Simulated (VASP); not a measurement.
A run of VASP 6.6.1 is set up as follows.

INCAR

```
  ALGO = Normal
  EDIFF = 1E-6
  ENCUT = 520
  GGA = PE
  ISIF = 2
  ISMEAR = 0
  LASPH = True
  LCHARG = True
  LELF = True
  LREAL = False
  LVHAR = True
  LWAVE = False
  NBANDS = 28
  NELM = 80
  PREC = Accurate
  SIGMA = 0.02
```

Contents of KPOINTS:

```
k-points
0
Gamma
  8 8 6
```

The input POSCAR:

```
BaTiO3
1.0
    4.0452315410      0.0000000000      0.0000000000
    0.0000000000      4.0452315410      0.0000000000
    0.0000000000      0.0000000000      4.1056954440
Ba Ti O
1 1 3
Direct
    0.5000000000      0.5000000000      0.5861789671
    0.0000000000      0.0000000000      0.1027879874
    0.0000000000      0.5000000000      0.0625003252
    0.5000000000      0.0000000000      0.0625003252
    0.0000000000      0.0000000000      0.5460293850
```

Potentials or basis: VASP PAW PBE potentials, release 64 (Ba_sv, Ti_sv, O).

Command:

```bash
$ cat potpaw_PBE.64/Ba_sv/POTCAR potpaw_PBE.64/Ti_sv/POTCAR potpaw_PBE.64/O/POTCAR > POTCAR
$ mpirun -np 1 vasp_std > vasp.out
```

Task: Estimate the band gap on the k mesh.

Result: 1.75 eV, indirect (least direct gap 2.21 eV).

Task: What does it give for the largest force?

Result: 0.082 eV/Å.

Task: Predict the pressure.

Result: -0.8 GPa.

Stress tensor (GPa, compression positive):
```
-2.00  0.00  0.00
 0.00 -2.00  0.00
 0.00  0.00  1.65
```

Caveat: the cell differs from its parent crystal (biaxial strain in the a-b plane: +1.5 %, then relaxed in part); spin-orbit coupling is left out, which moves the levels of the heavy elements. A k mesh can miss the band edges.
